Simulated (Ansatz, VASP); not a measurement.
# Two plane-wave programs on AlCu

```
Al Cu
1.0
     2.61849    0.00000    0.00000
    -1.30924    2.26768    0.00000
     0.00000    0.00000   28.84845
Al Cu
1 1
Direct
  0.00000 0.00000 0.23416
  0.00000 0.00000 0.32047
```

Alike in both runs: functional PBE; k mesh 24 × 24 × 1; occupations gaussian, width 0.1 eV; no spin polarisation.

Ansatz relaxed the structure, and its values are those at the end. VASP's run is a single point on that final structure, the one shown.

```csv
,VASP,Ansatz
version,VASP 6.6.1,Ansatz 0.2.0
potentials or method,"VASP PAW PBE potentials, release 64 (Al, Cu), cutoff 520 eV","scalar-relativistic, plane waves, PAW"
valence electrons in the cell,14,22
```

VASP gave:

| Quantity | Value |
| --- | --- |
| gap on the k mesh at the Fermi level (eV) | none |
| rms of the force components (eV/Å) | 0.011 |

Problem. Which values does Ansatz return?

Solution. gap on the k mesh at the Fermi level (eV): none; rms of the force components (eV/Å): 0.004.

A gap of «none» marks a metal or a gap that the smearing closes. VASP's potentials hold 14 valence electrons a cell and Ansatz's 22, so a difference there can come from the potentials and not from the codes. Ansatz's warnings: slab cell height set.
